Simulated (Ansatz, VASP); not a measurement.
## RbBr: VASP beside Ansatz

The input INCAR:

```
SYSTEM = RbBr
PREC = Accurate
ENCUT = 520
EDIFF = 1E-7
ISMEAR = 0
SIGMA = 0.05
LREAL = .FALSE.
LASPH = .TRUE.
NELM = 60
ALGO = Normal
ISIF = 2
LWAVE = .FALSE.
LCHARG = .FALSE.
GGA = PS
NBANDS = 15
```

KPOINTS

```
Automatic mesh
0
G
  6 6 6
  0 0 0
```

File POSCAR:

```
RbBr
1.0
    4.2292292325      0.0000000000      0.0000000000
    0.0000000000      4.2292292325      0.0000000000
    0.0000000000      0.0000000000      3.9197734350
Rb Br
1 1
Direct
    0.0000000000      0.0000000000      0.0000000000
    0.5000000000      0.5000000000      0.5000000000
```

Input for Ansatz:

```yaml
crystal:
  lattice:
    - [4.2292292325, 0.0, 0.0]
    - [0.0, 4.2292292325, 0.0]
    - [0.0, 0.0, 3.919773435]
  atoms:
    - { symbol: Rb, position: [0.0, 0.0, 0.0] }
    - { symbol: Br, position: [0.5, 0.5, 0.5] }
basis:
  ecutwfc: 420
kpoints:
  mp_grid: { grid: [6, 6, 6] }
hamiltonian:
  xc: pbesol
scf:
  occupations: { method: gaussian, width: 0.05 }
output:
  forces: true
  stress: true
  eigenvalues: true
```

Change from the starting cell: strain +0.025 along x and y, -0.050 along z, atoms carried along.

Alike in both runs: task single point; functional PBEsol; k mesh 6 × 6 × 6; occupations gaussian, width 0.05 eV; no spin polarisation.

```csv
,VASP,Ansatz
version,VASP 6.6.1,Ansatz 0.2.0
potentials or method,"VASP PAW PBE potentials, release 64 (Rb_sv, Br), cutoff 520 eV","scalar-relativistic, plane waves, PAW"
valence electrons in the cell,16,16
```

```tsv
	VASP	Ansatz	Ansatz less VASP
gap on the k mesh at the Fermi level (eV)	3.61	3.61	+0.001
least direct gap on the mesh (eV)	3.73	3.73	0.000
pressure (GPa)	-0.5	-0.6	-0.04
traceless stress, the component that is largest in VASP (GPa)	1.52	1.52	0.000
```

VASP's potentials were made for PBE, not for PBEsol. The functional is the same, so the differences come from potentials, cutoffs and numerics.
